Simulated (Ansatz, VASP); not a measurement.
**Two plane-wave programs on PtSe2**

```
CELL_PARAMETERS angstrom
3.73000 0.00000 0.00000
-1.86500 3.23027 0.00000
0.00000 0.00000 20.00000
ATOMIC_POSITIONS crystal
Pt 0.00000 0.00000 0.50000
Se 0.33333 0.66667 0.56289
Se 0.66667 0.33333 0.43711
```

Alike in both runs: functional LDA; k mesh 12 × 12 × 1; no spin polarisation.

Ansatz relaxed the structure, and its values are those at the end. VASP's run is a single point on that final structure, the one shown.

|  | VASP | Ansatz |
| --- | --- | --- |
| version | VASP 6.6.1 | Ansatz 0.2.0 |
| potentials or method | VASP PAW LDA potentials, release 64 (Pt, Se), cutoff 520 eV | scalar-relativistic, plane waves, PAW |
| occupations | gaussian, width 0.01 eV | fixed |
| valence electrons in the cell | 22 | 50 |

VASP gave:

```
gap on the k mesh at the Fermi level (eV) : 1.32
least direct gap on the mesh (eV)         : 1.46
rms of the force components (eV/Å)        : 0.021
```

**Question.** Which values does Ansatz return?

**Answer.** gap on the k mesh at the Fermi level (eV): 1.33; least direct gap on the mesh (eV): 1.47; rms of the force components (eV/Å): 0.000.

LDA's correlation is that of Perdew and Zunger in VASP and of Perdew and Wang (1992) in Ansatz. VASP's potentials hold 22 valence electrons a cell and Ansatz's 50, so a difference there can come from the potentials and not from the codes. Ansatz's warnings: stress scf threshold loose, xc potential rough in thin density.

Spin-orbit coupling is off throughout.
